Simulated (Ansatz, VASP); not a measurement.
# One calculation of GaP, two programs

```
Ga P
1.0
     0.00000    2.72541    2.72541
     2.72541    0.00000    2.72541
     2.72541    2.72541    0.00000
Ga P
1 1
Cartesian
  0.0000 0.0000 0.0000
  1.3627 1.3627 1.3627
```

Alike in both runs: task single point; functional PBEsol; k mesh 6 × 6 × 6; occupations tetrahedron; no spin polarisation.

|  | VASP | Ansatz |
| --- | --- | --- |
| version | VASP 6.6.1 | Ansatz 0.2.0 |
| potentials or method | VASP PAW PBE potentials, release 64 (Ga_d, P) | plane waves |
| plane-wave cutoff (eV) | 520 | 420 |
| valence electrons in the cell | 18 | 18 |

|  | VASP | Ansatz | Ansatz less VASP |
| --- | --- | --- | --- |
| gap on the k mesh at the Fermi level (eV) | 1.51 | 1.51 | -0.003 |
| pressure (GPa) | -0.6 | -0.5 | +0.09 |

VASP's potentials were made for PBE, not for PBEsol. With one functional, cell and mesh, what is left measures potentials, basis and numerics. Ansatz's warnings: band table not solved further, tetrahedron derivatives may miss energy slope.
